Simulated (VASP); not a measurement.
Runs of VASP 6.6.1 on Ta. The structure is that of space group Im-3m (No. 229), or close to it. The cells are those of the table. 

```csv
task,cell,cutoff (eV),gap on the mesh (eV),pressure (GPa)
relaxation of cell and atoms,"relaxed to 2 GPa from a = 2.818 Å, angles 109.5°, 1 atom",600,none,2.0
relaxation of cell and atoms,"relaxed to 4 GPa from a = 2.818 Å, angles 109.5°, 1 atom",600,none,4.0
single point,"a = 2.814 Å, angles 109.5°, 1 atom",520,none,1.9
single point,"a = 2.818 Å, angles 109.5°, 1 atom",520,none,(a)
relaxation of cell and atoms,"relaxed to 1 GPa from a = 2.818 Å, angles 109.5°, 1 atom",600,none,1.0
```

Alike in all rows: level LDA; potentials or basis VASP PAW LDA potentials, release 64 (Ta_pv); no spin polarisation; k mesh 24 × 24 × 24; smearing fermi-dirac 0.08 eV.

**Question.** Estimate the missing entries.

**Answer.** (a) 0.9.

Caveats: spin-orbit coupling is left out, which moves the levels of the heavy elements; the cell is relaxed towards a set pressure, so the run minimises the enthalpy, not the energy (at least some runs).

A k mesh can miss the band edges, and the runs leave out spin-orbit coupling on Ta.

A gap of «none» marks levels without a gap at the run's occupations.
